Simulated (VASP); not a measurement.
# SnSb2 (R-3m) in VASP: notebook

SnSb2 is run at these levels: r2SCAN; tasks: single point.

Everything below comes from runs of VASP 6.6.1. Logs are shortened: lines on timing, memory, paths and dates and some standing lists are left out, and cuts for length are marked.

## (1) The cell of the first run

The structure is trigonal, space group R-3m (No. 166). The conventional cell has a = 4.009 Å, b = 4.009 Å, c = 18.162 Å, α = 90.00°, β = 90.00°, γ = 120.00°. Sn (site symmetry -3m) has 6 Sb at 2.77 Å within 3.6 Å. Within 3.6 Å of Sb (site symmetry 3m) lie 3 Sn at 2.77 Å.

## (2) Single point, r2SCAN

Input file POSCAR:

```
SnSb2
1.0
    2.0044634569      1.1572775164      6.0539924073
   -2.0044634569      1.1572775164      6.0539924073
    0.0000000000     -2.3145550328      6.0539924073
Sn Sb
1 2
Direct
    0.0000000000      0.0000000000      0.0000000000
    0.7500000000      0.7500000000      0.7500000000
    0.2500000000      0.2500000000      0.2500000000
```

Input file INCAR.step1:

```
ALGO = Normal
EDIFF = 1E-4
ENCUT = 520
GGA = PE
ISMEAR = 0
LASPH = T
LCHARG = F
LREAL = F
LWAVE = T
NBANDS = 19
NELM = 80
PREC = Accurate
SIGMA = 0.1
```

Input file INCAR.step2:

```
ALGO = Normal
EDIFF = 1E-6
ENCUT = 520
ISIF = 2
ISMEAR = 0
ISTART = 1
LASPH = T
LCHARG = T
LELF = T
LMIXTAU = T
LREAL = F
LVHAR = T
LWAVE = F
METAGGA = R2SCAN
NBANDS = 19
NELM = 80
PREC = Accurate
SIGMA = 0.1
```

Input file KPOINTS:

```
k-points
0
Gamma
  6 6 6
```

Potentials or basis: VASP PAW PBE potentials, release 64 (Sn_d, Sb).

Run with:

```bash
> cat potpaw_PBE.64/Sn_d/POTCAR potpaw_PBE.64/Sb/POTCAR > POTCAR
> cp INCAR.step1 INCAR
> mpirun -np 1 vasp_std > vasp.out
> cp INCAR.step2 INCAR
> mpirun -np 1 vasp_std > vasp.out
```

OUTCAR:

```text
EDIFF = 1E-6
   ENCUT = 520
   ISIF = 2
   ISMEAR = 0
   ISTART = 1
   LASPH = T
   LREAL = F
   METAGGA = R2SCAN
   NELM = 80
   PREC = Accurate

 ion  position               nearest neighbor table
   1  0.000  0.000  0.000-   2 2.77   3 2.77   2 2.77   2 2.77   3 2.77   3 2.77
   2  0.750  0.750  0.750-   1 2.77   1 2.77   1 2.77
   3  0.250  0.250  0.250-   1 2.77   1 2.77   1 2.77

  LATTYP: Found a trigonal (rhomboedric) cell.
 ALAT       =     6.4813570391
 COS(alpha) =     0.8087090652

  Lattice vectors:

 A1 = (   2.0044634569,   1.1572775164,   6.0539924073)
 A2 = (  -2.0044634569,   1.1572775164,   6.0539924073)
 A3 = (   0.0000000000,  -2.3145550328,   6.0539924073)

Analysis of symmetry for initial positions (statically):
=====================================================================
 Subroutine PRICEL returns:
 Original cell was already a primitive cell.

 Routine SETGRP: Setting up the symmetry group for a
 trigonal (rhombohedral) supercell.

 Subroutine GETGRP returns: Found 12 space group operations
 (whereof 12 operations were pure point group operations)
 out of a pool of 12 trial point group operations.

The static configuration has the point symmetry D_3d.

Analysis of symmetry for dynamics (positions and initial velocities):
=====================================================================
 Subroutine PRICEL returns:
 Original cell was already a primitive cell.

 Routine SETGRP: Setting up the symmetry group for a
 trigonal (rhombohedral) supercell.

 Subroutine GETGRP returns: Found 12 space group operations
 (whereof 12 operations were pure point group operations)
 out of a pool of 12 trial point group operations.

The dynamic configuration has the point symmetry D_3d.

 Subroutine INISYM returns: Found 12 space group operations
 (whereof 12 operations are pure point group operations),
 and found     1 'primitive' translations

----------------------------------------------------------------------------------------

                                     Primitive cell

  volume of cell :      84.2614

  direct lattice vectors                    reciprocal lattice vectors
     2.004463457  1.157277516  6.053992407     0.249443310  0.144016162  0.055060084
    -2.004463457  1.157277516  6.053992407    -0.249443310  0.144016162  0.055060084
     0.000000000 -2.314555033  6.053992407     0.000000000 -0.288032325  0.055060084

  length of vectors
     6.481357039  6.481357039  6.481357039     0.293247733  0.293247733  0.293247733

  position of ions in fractional coordinates (direct lattice)
     0.000000000  0.000000000  0.000000000
     0.750000000  0.750000000  0.750000000
     0.250000000  0.250000000  0.250000000

  ion indices of the primitive-cell ions
   primitive index   ion index
                 1           1
                 2           2
                 3           3

----------------------------------------------------------------------------------------

 KPOINTS: k-points

Automatic generation of k-mesh.
 Grid dimensions read from file:
 generate k-points for:    6    6    6

 Generating k-lattice:

  Cartesian coordinates                     Fractional coordinates (reciprocal lattice)
     0.041573885  0.024002694  0.009176681     0.166666667 -0.000000000 -0.000000000
    -0.041573885  0.024002694  0.009176681    -0.000000000  0.166666667 -0.000000000
     0.000000000 -0.048005387  0.009176681    -0.000000000 -0.000000000  0.166666667

  Length of vectors
     0.048874622  0.048874622  0.048874622

  Shift w.r.t. Gamma in fractional coordinates (k-lattice)
     0.000000000  0.000000000  0.000000000

 Subroutine IBZKPT returns following result:
 ===========================================

 Found     32 irreducible k-points:

 Following reciprocal coordinates:
            Coordinates               Weight
  0.000000  0.000000  0.000000      1.000000
  0.166667 -0.000000  0.000000      6.000000
  0.333333 -0.000000  0.000000      6.000000
  0.500000  0.000000  0.000000      3.000000
  0.166667  0.166667  0.000000      6.000000
  0.333333  0.166667  0.000000     12.000000
[... 16 lines left out ...]
  0.500000  0.500000  0.166667      6.000000
 -0.333333  0.500000  0.166667     12.000000
 [... further k-points ...]
   k-points           NKPTS =     32   k-points in BZ     NKDIM =     32   number of bands    NBANDS=     19
   number of dos      NEDOS =    301   number of ions     NIONS =      3
   total plane-waves  NPLWV = 110592
   dimension x,y,z NGX =    48 NGY =   48 NGZ =   48
   dimension x,y,z NGXF=    96 NGYF=   96 NGZF=   96
   ions per type =               1   2
   NGX,Y,Z   is equivalent  to a cutoff of  12.31, 12.31, 12.31 a.u.
   NGXF,Y,Z  is equivalent  to a cutoff of  24.62, 24.62, 24.62 a.u.
 SYSTEM =  unknown system
   PREC   = accura    normal or accurate (medium, high low for compatibility)
   ISTART =      1    job   : 0-new  1-cont  2-samecut
   ICHARG =      0    charge: 1-file 2-atom 10-const
[... 92 lines left out ...]
      6      -4.5426      2.00000
[... 11 lines left out ...]
     18      15.2520      0.00000
     19      16.5557      0.00000

 k-point     4 :       0.5000    0.0000    0.0000
  band No.  band energies     occupation
      1     -14.9918      2.00000
      2     -14.9274      2.00000
      3     -14.8607      2.00000
      4     -14.8305      2.00000
      5     -14.8203      2.00000
      6      -2.8891      2.00000
[... 11 lines left out ...]
     18      15.4907      0.00000
     19      16.4166      0.00000

 k-point     5 :       0.1667    0.1667    0.0000
  band No.  band energies     occupation
      1     -14.9557      2.00000
      2     -14.9389      2.00000
      3     -14.8502      2.00000
      4     -14.8435      2.00000
      5     -14.8413      2.00000
      6      -5.6145      2.00000
[... 11 lines left out ...]
     18      14.1851      0.00000
     19      14.8375      0.00000

 k-point     6 :       0.3333    0.1667    0.0000
  band No.  band energies     occupation
      1     -14.9687      2.00000
      2     -14.9369      2.00000
      3     -14.8523      2.00000
      4     -14.8427      2.00000
      5     -14.8296      2.00000
      6      -4.8678      2.00000
[... 11 lines left out ...]
     18      13.9845      0.00000
     19      15.1862      0.00000

 k-point     7 :       0.5000    0.1667    0.0000
  band No.  band energies     occupation
      1     -14.9801      2.00000
      2     -14.9381      2.00000
      3     -14.8547      2.00000
      4     -14.8365      2.00000
      5     -14.8216      2.00000
      6      -3.4441      2.00000
[... 11 lines left out ...]
     18      14.7845      0.00000
     19      15.3188      0.00000

 k-point     8 :      -0.3333    0.1667   -0.0000
  band No.  band energies     occupation
      1     -14.9801      2.00000
      2     -14.9381      2.00000
      3     -14.8547      2.00000
      4     -14.8365      2.00000
      5     -14.8216      2.00000
      6      -3.5365      2.00000
[... 256 lines left out ...]
 k-point    20 :       0.5000    0.3333    0.1667
  band No.  band energies     occupation
      1     -14.9687      2.00000
      2     -14.9368      2.00000
      3     -14.8523      2.00000
      4     -14.8427      2.00000
      5     -14.8296      2.00000
      6      -4.7440      2.00000
[... 11 lines left out ...]
     18      13.6461      0.00000
     19      14.9133      0.00000

 k-point    21 :      -0.3333    0.3333    0.1667
  band No.  band energies     occupation
      1     -14.9801      2.00000
      2     -14.9381      2.00000
      3     -14.8547      2.00000
      4     -14.8364      2.00000
      5     -14.8215      2.00000
      6      -3.3218      2.00000
[... 11 lines left out ...]
     18      14.9521      0.00000
     19      15.8540      0.00000

 k-point    22 :      -0.1667    0.3333    0.1667
  band No.  band energies     occupation
      1     -14.9802      2.00000
      2     -14.9381      2.00000
      3     -14.8547      2.00000
      4     -14.8365      2.00000
      5     -14.8216      2.00000
      6      -3.5279      2.00000
[... 11 lines left out ...]
     18      14.1816      0.00000
     19      15.5670      0.00000

 k-point    23 :       0.5000    0.5000    0.1667
  band No.  band energies     occupation
      1     -14.9796      2.00000
      2     -14.9304      2.00000
      3     -14.8573      2.00000
      4     -14.8356      2.00000
      5     -14.8272      2.00000
      6      -4.3586      2.00000
[... 11 lines left out ...]
     18      13.7049      0.00000
     19      16.0207      0.00000

 k-point    24 :      -0.3333    0.5000    0.1667
  band No.  band energies     occupation
      1     -14.9802      2.00000
      2     -14.9380      2.00000
      3     -14.8548      2.00000
      4     -14.8364      2.00000
      5     -14.8215      2.00000
      6      -3.3113      2.00000
[... 11 lines left out ...]
     18      14.5322      0.00000
     19      15.4658      0.00000

 [... further k-points ...]

------------------------ aborting loop because EDIFF is reached ----------------------------------------

  FORCE on cell =-STRESS in cart. coord.  units (eV):
  Direction    XX          YY          ZZ          XY          YZ          ZX
  --------------------------------------------------------------------------------------
  -------------------------------------------------------------------------------------
  Total        6.7233948      6.7233948      6.4095155      0.0000000      0.0000000      0.0000000
  in kB      127.8410761    127.8410761    121.8728603      0.0000000      0.0000000      0.0000000
  external PRESSURE =     125.8516708 kB  Pullay stress =       0.0000000 kB

 VOLUME and BASIS-vectors are now :
 -----------------------------------------------------------------------------
  energy-cutoff  :      520.00
  volume of cell :       84.26
      direct lattice vectors                 reciprocal lattice vectors
     2.004463457  1.157277516  6.053992407     0.249443310  0.144016162  0.055060084
    -2.004463457  1.157277516  6.053992407    -0.249443310  0.144016162  0.055060084
     0.000000000 -2.314555033  6.053992407     0.000000000 -0.288032325  0.055060084

 POSITION                                       TOTAL-FORCE (eV/Angst)
 -----------------------------------------------------------------------------------
      0.00000      0.00000      0.00000         0.000000      0.000000      0.000000
      0.00000      0.00000     13.62148         0.000000      0.000000      2.917643
      0.00000      0.00000      4.54049         0.000000     -0.000000     -2.917643
 -----------------------------------------------------------------------------------
    total drift:                               -0.000000     -0.000000      0.000000

  FREE ENERGIE OF THE ION-ELECTRON SYSTEM (eV)
  ---------------------------------------------------
  free  energy   TOTEN  =       -74.4459786120 eV

  energy  without entropy=      -74.4404220431  energy(sigma->0) =      -74.44320033
```

Wall time 3.8 min (1 thread of Intel Xeon Platinum 8488C (Sapphire Rapids), shared host); peak memory 0.38 GiB.

What came out:

| Property | Result |
| --- | --- |
| Free energy | -74.4460 eV |
| Pressure | 12.6 GPa |
| Largest force | 2.918 eV/Å |
| Band gap on the k mesh | zero (bands 12 and 13 overlap by 1.19 eV) |

Forces on the atoms (eV/Å):
```
Sn   0.000  0.000  0.000
Sb   0.000  0.000  2.918
Sb   0.000  0.000 -2.918
```

Stress tensor (GPa, compression positive):
```
12.78  0.00  0.00
 0.00 12.78  0.00
 0.00  0.00 12.19
```

Caveat: the cell stands under pressure; the PAW data sets were made with another functional, which shifts forces and pressure a little; spin-orbit coupling is left out, which moves the levels of the heavy elements.

## (3) Single point, r2SCAN

This run uses another cell than the first one, of 29.36 Å³/atom.

Input file POSCAR:

```
SnSb2
1.0
    2.0947445429      1.2094013257      5.7947970226
   -2.0947445429      1.2094013257      5.7947970226
    0.0000000000     -2.4188026514      5.7947970226
Sn Sb
1 2
Direct
    0.0000000000      0.0000000000      0.0000000000
    0.7736170248      0.7736170248      0.7736170248
    0.2263829752      0.2263829752      0.2263829752
```

Input file INCAR.step1:

```
SYSTEM = SnSb2
PREC     = Accurate       ! precision mode
ENCUT    = 520            ! plane-wave cutoff, eV
ISMEAR   = 0              ! smearing method
SIGMA    = 0.1            ! smearing width, eV
LREAL    = .FALSE.        ! projectors in reciprocal space
LASPH    = .TRUE.         ! aspherical terms in the spheres
NELM     = 80             ! most SCF steps
NBANDS   = 19             ! bands
GGA      = PE             ! functional
ALGO     = Normal         ! electronic algorithm
EDIFF    = 1E-4           ! SCF threshold, eV
LWAVE    = .TRUE.         ! write WAVECAR
LCHARG   = .FALSE.        ! write CHGCAR
```

Input file INCAR.step2:

```
SYSTEM = SnSb2
PREC     = Accurate       ! precision mode
ENCUT    = 520            ! plane-wave cutoff, eV
EDIFF    = 1E-6           ! SCF threshold, eV
ISMEAR   = 0              ! smearing method
SIGMA    = 0.1            ! smearing width, eV
LREAL    = .FALSE.        ! projectors in reciprocal space
LASPH    = .TRUE.         ! aspherical terms in the spheres
NELM     = 80             ! most SCF steps
ALGO     = Normal         ! electronic algorithm
ISIF     = 2              ! what is computed and relaxed
LWAVE    = .FALSE.        ! write WAVECAR
LCHARG   = .FALSE.        ! write CHGCAR
METAGGA  = R2SCAN         ! meta-GGA
LMIXTAU  = .TRUE.       
NBANDS   = 19             ! bands
ISTART   = 1
```

Input file KPOINTS:

```
Automatic mesh
0
G
  6 6 6
  0 0 0
```

Potentials or basis: VASP PAW PBE potentials, release 64 (Sn_d, Sb).

Run with:

```bash
> cat potpaw_PBE.64/Sn_d/POTCAR potpaw_PBE.64/Sb/POTCAR > POTCAR
> cp INCAR.step1 INCAR
> mpirun -np 1 vasp_std > vasp.out
> cp INCAR.step2 INCAR
> mpirun -np 1 vasp_std > vasp.out
```

It took 3 min on 1 thread of Intel Xeon Platinum 8488C (Sapphire Rapids), shared host; peak memory 0.38 GiB.

Results (log left out):

- Free energy: -75.6607 eV
- Pressure: 0.2 GPa
- Largest force: 0.042 eV/Å
- Band gap on the k mesh: zero (bands 12 and 13 overlap by 2.51 eV)

Forces in eV/Å, atoms in the order of the input:
```
Sn   0.000  0.000  0.000
Sb   0.000  0.000  0.042
Sb   0.000  0.000 -0.042
```

Stress tensor (GPa, compression positive):
```
0.22 0.00 0.00
0.00 0.22 0.00
0.00 0.00 0.05
```

Levels at points of the mesh, in eV from the Fermi level:
```tsv
k point	band 9	band 10	band 11	band 12	band 13	band 14	band 15	band 16
(0.00, 0.00, 0.00)	-0.51	-0.51	0.41	0.41	0.50	1.19	3.02	3.02
(0.50, 0.00, 0.00)	-4.71	-2.31	-2.18	-1.68	-1.39	1.71	2.00	6.23
(0.50, 0.50, 0.00)	-5.14	-2.84	-1.41	-0.79	1.46	1.52	2.92	3.59
(0.50, 0.50, 0.50)	-2.12	-1.00	-1.00	1.12	1.12	3.15	3.15	3.35
```

Caveat: the PAW data sets were made with another functional, which shifts forces and pressure a little; spin-orbit coupling is left out, which moves the levels of the heavy elements.

## (4) Single point, r2SCAN

This run uses another cell than the first one, of 29.37 Å³/atom.

Input file POSCAR:

```
SnSb2
1.0
    2.0855818637      1.2041112504      5.8474645956
   -2.0855818637      1.2041112504      5.8474645956
    0.0000000000     -2.4082225008      5.8474645956
Sn Sb
1 2
Direct
    0.0000000000      0.0000000000      0.0000000000
    0.7749315349      0.7749315349      0.7749315349
    0.2250684651      0.2250684651      0.2250684651
```

Input file INCAR.step1:

```
SYSTEM = SnSb2
PREC = Accurate
ENCUT = 520
ISMEAR = 0
SIGMA = 0.1
LREAL = .False.
LASPH = .True.
NELM = 100
NBANDS = 19
GGA = PE
ALGO = Normal
EDIFF = 1E-4
LWAVE = .True.
LCHARG = .False.
```

Input file INCAR.step2:

```
SYSTEM = SnSb2
PREC = Accurate
ENCUT = 520
EDIFF = 1E-6
ISMEAR = 0
SIGMA = 0.1
LREAL = .False.
LASPH = .True.
NELM = 100
ALGO = Normal
ISIF = 2
LWAVE = .False.
LCHARG = .False.
METAGGA = R2SCAN
LMIXTAU = .True.
NBANDS = 19
ISTART = 1
```

Input file KPOINTS:

```
regular mesh
0
Gamma
  12 12 12
  0 0 0
```

Run with:

```bash
> cat potpaw_PBE.64/Sn_d/POTCAR potpaw_PBE.64/Sb/POTCAR > POTCAR
> cp INCAR.step1 INCAR
> mpirun -np 1 vasp_std > vasp.out
> cp INCAR.step2 INCAR
> mpirun -np 1 vasp_std > vasp.out
```

It took 18 min on 1 thread of Intel Xeon Platinum 8488C (Sapphire Rapids), shared host; peak memory 0.57 GiB.

The run converged. Its results:

* Free energy: -75.6618 eV
* Pressure: 0.0 GPa
* Band gap on the k mesh: zero (bands 12 and 13 overlap by 2.50 eV)

Levels at points of the mesh, in eV from the Fermi level:
```tsv
k point	band 8	band 9	band 10	band 11	band 12	band 13	band 14	band 15	band 16	band 17
(0.00, 0.00, 0.00)	-7.22	-0.53	-0.53	0.47	0.50	0.50	1.21	3.00	3.00	4.86
(0.50, 0.00, 0.00)	-6.71	-4.80	-2.42	-2.22	-1.76	-1.29	1.74	1.91	6.12	6.40
(0.50, 0.50, 0.00)	-7.88	-5.15	-2.83	-1.53	-0.87	1.37	1.53	2.81	3.47	4.22
(0.50, 0.50, 0.50)	-3.56	-2.29	-0.98	-0.98	1.18	1.18	3.13	3.13	3.41	4.07
```

Caveat: the PAW data sets were made with another functional, which shifts forces and pressure a little; spin-orbit coupling is left out, which moves the levels of the heavy elements.

## (5) The runs side by side

| cell | k mesh | gap on the mesh (eV) | pressure (GPa) | largest force (eV/Å) |
| --- | --- | --- | --- | --- |
| a = 6.481 Å, angles 36.0°, 3 atoms, atomic positions A | 6 × 6 × 6 | none | 12.6 | 2.92 |
| a = 6.279 Å, angles 39.0°, 3 atoms, atomic positions B | 6 × 6 × 6 | none | 0.2 | 0.04 |
| a = 6.324 Å, angles 38.5°, 3 atoms, atomic positions C | 12 × 12 × 12 | none | 0.0 | - |

Alike in all rows: task single point; level r2SCAN; potentials or basis VASP PAW PBE potentials, release 64 (Sn_d, Sb); no spin polarisation; cutoff (eV) 520; smearing gaussian 0.1 eV.

Caveats: the PAW data sets were made with another functional, which shifts forces and pressure a little; spin-orbit coupling is left out, which moves the levels of the heavy elements; the cell stands under pressure (at least some runs).

Absolute energies hang on the potentials; compare differences alone.
